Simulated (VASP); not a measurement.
# Sn (Fd-3m) in VASP: a series of runs, part 2 of 2

VASP 6.6.1. The steps go on from the part before.

### 3 Single point, PBE

INCAR

```
SYSTEM = Sn
ALGO = Normal ; EDIFF = 1E-6
ENCUT = 500 ; GGA = PE
GGA_COMPAT = .FALSE. ; ISIF = 2
ISMEAR = -1 ; LASPH = .TRUE.
LCHARG = .FALSE. ; LREAL = .FALSE.
LWAVE = .FALSE. ; NBANDS = 21
NELM = 120 ; PREC = Accurate
SIGMA = 0.01
```

KPOINTS

```
k-points
0
G
  6 6 6
  0 0 0
```

POSCAR

```
Sn
1.0
    0.0000000000      3.2333430000      3.2333430000
    3.2333430000      0.0000000000      3.2333430000
    3.2333430000      3.2333430000      0.0000000000
Sn
2
Direct
    0.0000000000      0.0000000000      0.0000000000
    0.2500000000      0.2500000000      0.2500000000
```

Potentials or basis: VASP PAW PBE potentials, release 64 (Sn_d).

Run with:

```bash
$ cat potpaw_PBE.64/Sn_d/POTCAR > POTCAR
$ mpirun -np 1 vasp_std > vasp.out
```

OUTCAR:

```text
SYSTEM = Sn
   EDIFF = 1E-6
   ENCUT = 500
   GGA = PE
   ISIF = 2
   ISMEAR = -1
   LASPH = .TRUE.
   LREAL = .FALSE.
   NELM = 120
   PREC = Accurate

 ion  position               nearest neighbor table
   1  0.000  0.000  0.000-   2 2.80   2 2.80   2 2.80   2 2.80
   2  0.250  0.250  0.250-   1 2.80   1 2.80   1 2.80   1 2.80

  LATTYP: Found a face centered cubic cell.
 ALAT       =     6.4666860000

  Lattice vectors:

 A1 = (   0.0000000000,   3.2333430000,   3.2333430000)
 A2 = (   3.2333430000,   0.0000000000,   3.2333430000)
 A3 = (   3.2333430000,   3.2333430000,   0.0000000000)

Analysis of symmetry for initial positions (statically):
=====================================================================
 Subroutine PRICEL returns:
 Original cell was already a primitive cell.

 Routine SETGRP: Setting up the symmetry group for a
 face centered cubic supercell.

 Subroutine GETGRP returns: Found 48 space group operations
 (whereof 24 operations were pure point group operations)
 out of a pool of 48 trial point group operations.

The static configuration has the point symmetry T_d .
 The point group associated with its full space group is O_h .

Analysis of symmetry for dynamics (positions and initial velocities):
=====================================================================
 Subroutine PRICEL returns:
 Original cell was already a primitive cell.

 Routine SETGRP: Setting up the symmetry group for a
 face centered cubic supercell.

 Subroutine GETGRP returns: Found 48 space group operations
 (whereof 24 operations were pure point group operations)
 out of a pool of 48 trial point group operations.

The dynamic configuration has the point symmetry T_d .
 The point group associated with its full space group is O_h .

 Subroutine INISYM returns: Found 48 space group operations
[... 99 lines left out ...]
   NELECT =      28.0000    total number of electrons
   NUPDOWN=      -1.0000    fix difference up-down
   EMIN   =  10.00;   EMAX   =-10.00  energy-range for DOS
   EFERMI =   0.00;   METHOD = LEGACY
   ISMEAR =    -1;   SIGMA  =   0.01  broadening in eV -4-tet -1-fermi 0-gaus
   EFERMI_NEDOS =   21; number of points for ismear=-14 and -15
   IALGO  =     38    algorithm
   IMIX   =      4    mixing-type and parameters
     AMIX     =   0.40;   BMIX     =  1.00
     AMIX_MAG =   1.60;   BMIX_MAG =  1.00
  volume/ion in A,a.u.               =      33.80       228.11
  Fermi-wavevector in a.u.,A,eV,Ry     =   1.220298  2.306028 20.260790  1.489126
  Thomas-Fermi vector in A             =   2.355520
   LORBIT       =      0    0 simple, 1 ext, 2 COOP (PROOUT), +10 PAW based schemes
   GGA     = PE    functional components
   LHFCALC =     F    Hartree Fock is set to
   AEXX    =    0.0000 exact exchange contribution
   IVDW    =     0    specifies the selected vdW correction
   LEPSILON=     F    determine dielectric tensor
   LRPA    =     F    only Hartree local field effects (RPA)
 non-spin polarized calculation
  energy-cutoff  :      500.00
  volume of cell :       67.61
 maximum number of plane-waves:      1759
 NGX is ok and might be reduce to    36
   NGX = 17   NGY = 17   NGZ = 17

 number of electron      28.0000008 magnetization

 Free energy of the ion-electron system (eV)
  ---------------------------------------------------
  ext. energy  EPLUGINS =         0.00000000
  ---------------------------------------------------
  free energy    TOTEN  =        -7.59185374 eV

  energy without entropy =       -7.59159531  energy(sigma->0) =       -7.59172452

 E-fermi :   5.7747     XC(G=0):  -8.9172

 val. band max:        5.3959771145   @ k =   0.1667   0.0000   0.0000
 cond. band min:       5.7747603646   @ k =   0.5000   0.0000   0.0000
 fundamental gap:      0.3787832502
 Fermi energy:         5.7747378634

 k-point     1 :       0.0000    0.0000    0.0000
  band No.  band energies     occupation
      1     -15.9422      2.00000
      2     -15.9422      2.00000
      3     -15.9422      2.00000
      4     -15.8813      2.00000
      5     -15.8813      2.00000
      6     -15.5634      2.00000
[... 373 lines left out ...]
     20      14.8904      0.00000
     21      16.0528      0.00000

------------------------ aborting loop because EDIFF is reached ----------------------------------------

  FORCE on cell =-STRESS in cart. coord.  units (eV):
  Direction    XX          YY          ZZ          XY          YZ          ZX
  --------------------------------------------------------------------------------------
  -------------------------------------------------------------------------------------
  Total        1.6197995      1.6197995      1.6197995     -0.0000000      0.0000000      0.0000000
  in kB       38.3872061     38.3872061     38.3872061     -0.0000000      0.0000000      0.0000000
  external PRESSURE =      38.3872061 kB  Pullay stress =       0.0000000 kB

 VOLUME and BASIS-vectors are now :
 -----------------------------------------------------------------------------
  energy-cutoff  :      500.00
  volume of cell :       67.61
      direct lattice vectors                 reciprocal lattice vectors
     0.000000000  3.233343000  3.233343000    -0.154638713  0.154638713  0.154638713
     3.233343000  0.000000000  3.233343000     0.154638713 -0.154638713  0.154638713
     3.233343000  3.233343000  0.000000000     0.154638713  0.154638713 -0.154638713

 POSITION                                       TOTAL-FORCE (eV/Angst)
 -----------------------------------------------------------------------------------
      0.00000      0.00000      0.00000        -0.000000     -0.000000     -0.000000
      1.61667      1.61667      1.61667         0.000000      0.000000      0.000000
 -----------------------------------------------------------------------------------
    total drift:                                0.000000      0.000000      0.000000

  FREE ENERGIE OF THE ION-ELECTRON SYSTEM (eV)
  ---------------------------------------------------
  free  energy   TOTEN  =        -7.5918537377 eV

  energy  without entropy=       -7.5915953090  energy(sigma->0) =       -7.59172452
```

OSZICAR:

```text
N       E                     dE             d eps       ncg     rms          rms(c)
DAV:   1     0.222515021067E+03    0.22252E+03   -0.14257E+04   692   0.187E+03
DAV:   2     0.171755272495E+02   -0.20534E+03   -0.20141E+03   682   0.448E+02
DAV:   3    -0.684276744863E+01   -0.24018E+02   -0.23911E+02   787   0.138E+02
DAV:   4    -0.762439441207E+01   -0.78163E+00   -0.78117E+00   772   0.279E+01
DAV:   5    -0.765646512348E+01   -0.32071E-01   -0.32070E-01   960   0.528E+00    0.330E+00
DAV:   6    -0.761090085537E+01    0.45564E-01   -0.29219E-02   920   0.207E+00    0.193E+00
DAV:   7    -0.758943249045E+01    0.21468E-01   -0.47017E-02   700   0.219E+00    0.164E-01
DAV:   8    -0.759144008629E+01   -0.20076E-02   -0.59017E-03   762   0.814E-01    0.525E-02
DAV:   9    -0.759182912728E+01   -0.38904E-03   -0.48399E-04   722   0.143E-01    0.118E-02
DAV:  10    -0.759184916999E+01   -0.20043E-04   -0.34059E-05   872   0.486E-02    0.594E-03
DAV:  11    -0.759185388753E+01   -0.47175E-05   -0.78178E-06   599   0.183E-02    0.691E-04
DAV:  12    -0.759185373765E+01    0.14987E-06   -0.37760E-07   595   0.661E-03
   1 F= -.75918537E+01 E0= -.75917245E+01  d E =-.258429E-03
```

stdout:

```text
POSCAR found type information on POSCAR Sn
 POSCAR found :  1 types and       2 ions
 scaLAPACK will be used
 LDA part: xc-table for (Slater+PW92), standard interpolation
 POSCAR, INCAR and KPOINTS ok, starting setup
 FFT: planning ... GRIDC
 FFT: planning ... GRID_SOFT
 FFT: planning ... GRID
 WAVECAR not read
 entering main loop
```

It took 9.5 s on 1 thread of Intel Xeon 6975P-C (Granite Rapids), shared host; peak memory 0.2 GiB.

Results:

- Free energy: -7.5919 eV
- Pressure: 3.8 GPa
- Band gap on the k mesh: zero (bands 14 and 15 overlap by 0.07 eV)

Levels at points of the mesh, in eV from the Fermi level:
```
           k point  band 11  band 12  band 13  band 14  band 15  band 16  band 17  band 18
(0.00, 0.00, 0.00)   -10.69    -0.58     0.07     0.07     0.07     2.15     2.15     2.15
(0.50, 0.00, 0.00)    -9.05    -6.35    -1.15    -1.15     0.00     3.22     3.22     5.63
(0.50, 0.50, 0.00)    -7.56    -7.56    -2.51    -2.51     0.80     0.80     7.78     7.78
```

Caveat: the cell stands under pressure; spin-orbit coupling is left out, which moves the levels of the heavy elements.
